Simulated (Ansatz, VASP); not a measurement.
**One calculation of AlNi3, two programs**

```xyz
4
Lattice="3.5231 0.0000 0.0000 0.0000 3.5231 0.0000 0.0000 0.0000 3.5231" Properties=species:S:1:pos:R:3 pbc="T T T"
Ni    1.7615    1.7615    0.0000
Ni    1.7615    0.0000    1.7615
Ni    0.0000    1.7615    1.7615
Al    0.0000    0.0000    0.0000
```

Alike in both runs: functional PBE; k mesh 4 × 4 × 4; occupations fermi-dirac, width 0.05 eV; collinear spin.

|  | VASP | Ansatz |
| --- | --- | --- |
| version | VASP 6.6.1 | Ansatz 0.2.0 |
| potentials or method | VASP PAW PBE potentials, release 64 (Ni, Al) | Ansatz PAW |
| plane-wave cutoff (eV) | 520 | 420 |
| valence electrons in the cell | 33 | 57 |
| task | single point | band structure |

```csv
,VASP,Ansatz,Ansatz less VASP
gap on the k mesh at the Fermi level (eV),none,none,-
pressure (GPa),6.7,6.7,+0.06
net moment per atom (μB),0.00,0.00,0.000
```

A gap of «none» marks a metal or a gap that the smearing closes. VASP's potentials hold 33 valence electrons a cell and Ansatz's 57, so a difference there can come from the potentials and not from the codes.

The k mesh is coarse, so the values compare programs but aren't converged.
